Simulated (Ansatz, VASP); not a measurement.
**SrVO3 in VASP and in Ansatz**

```
Sr V O
1.0
     3.84090    0.00000    0.00000
     0.00000    3.84090    0.00000
     0.00000    0.00000    3.84090
Sr V O
1 1 3
Direct
  0.50000 0.50000 0.50000
  0.00000 0.00000 0.00000
  0.50000 0.00000 0.00000
  0.00000 0.50000 0.00000
  0.00000 0.00000 0.50000
```

Alike in both runs: task single point; functional PBEsol; k mesh 5 × 5 × 5; occupations gaussian, width 0.05 eV; collinear spin; Hubbard terms V d U = 8.0 eV.

|  | VASP | Ansatz |
| --- | --- | --- |
| version | VASP 6.6.1 | Ansatz 0.2.0 |
| potentials or method | VASP PAW PBE potentials, release 64 (Sr_sv, V_sv, O), cutoff 520 eV | scalar-relativistic, plane waves, PAW |
| valence electrons in the cell | 41 | 41 |

```tsv
	VASP	Ansatz	Ansatz less VASP
gap on the k mesh at the Fermi level (eV)	none	none	-
pressure (GPa)	6.8	6.1	-0.71
traceless stress, the component that is largest in VASP (GPa)	-0.12	2.71	+2.831
net moment per atom (μB)	0.20	0.20	0.000
size of the moment on the site where the two differ most (μB)	1.32	1.15	-0.178
```

VASP's potentials were made for PBE, not for PBEsol. Site moments also hang on the region over which each program counts them. The programs project onto different local orbitals, so the same U acts differently, and such runs can settle in different states. A gap of «none» marks a metal or a gap that the smearing closes. Ansatz's warnings: filled band counts differ across k points, specified occupation not kept, symmetry narrowed by occupation matrices.
